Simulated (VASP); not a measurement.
A run of VASP 6.6.1 is set up as follows.

POSCAR

```
BN
1.0
    2.5080400000      0.0000000000      0.0000000000
   -1.2467100000      2.1762300000      0.0000000000
   -0.6306700000     -1.0881200000      3.0225400000
B N
1 1
Direct
    0.9796400000      0.9835000000      0.0018100000
    0.6685100000      0.3323800000      0.9850000000
```

The input INCAR.step1:

```
SYSTEM = BN
PREC = Accurate
ENCUT = 520
ISMEAR = 0
SIGMA = 0.01
LREAL = .FALSE.
LASPH = .TRUE.
NELM = 100
NBANDS = 11
GGA = PE
ALGO = Normal
EDIFF = 1E-4
LWAVE = .TRUE.
LCHARG = .FALSE.
```

INCAR.step2

```
SYSTEM = BN
PREC = Accurate
ENCUT = 520
EDIFF = 1E-6
ISMEAR = 0
SIGMA = 0.01
LREAL = .FALSE.
LASPH = .TRUE.
NELM = 100
ALGO = Normal
ISIF = 2
LWAVE = .FALSE.
LCHARG = .FALSE.
METAGGA = R2SCAN
LMIXTAU = .TRUE.
IVDW = 13
VDW_S6 = 1.0
VDW_S8 = 0.6018749
VDW_A1 = 0.51559235
VDW_A2 = 5.77342911
NBANDS = 11
ISTART = 1
```

KPOINTS

```
regular mesh
0
G
  14 14 10
  0 0 0
```

Potentials or basis: VASP PAW PBE potentials, release 64 (B, N).

Launch:

```bash
$ cat potpaw_PBE.64/B/POTCAR potpaw_PBE.64/N/POTCAR > POTCAR
$ cp INCAR.step1 INCAR
$ mpirun -np 1 vasp_std > vasp.out
$ cp INCAR.step2 INCAR
$ mpirun -np 1 vasp_std > vasp.out
```

**Question.** Predict the pressure.

**Answer.** 0.0 GPa.

**Question.** Predict the largest force.

**Answer.** 2.727 eV/Å.

**Question.** What does it give for the dispersion energy per atom?

**Answer.** -0.075 eV.

Stress tensor (GPa, compression positive):
```
-8.02 -4.52  0.56
-4.52  3.10  1.17
 0.56  1.17  4.91
```

Caveat: the PAW data sets were made with another functional, which shifts forces and pressure a little.
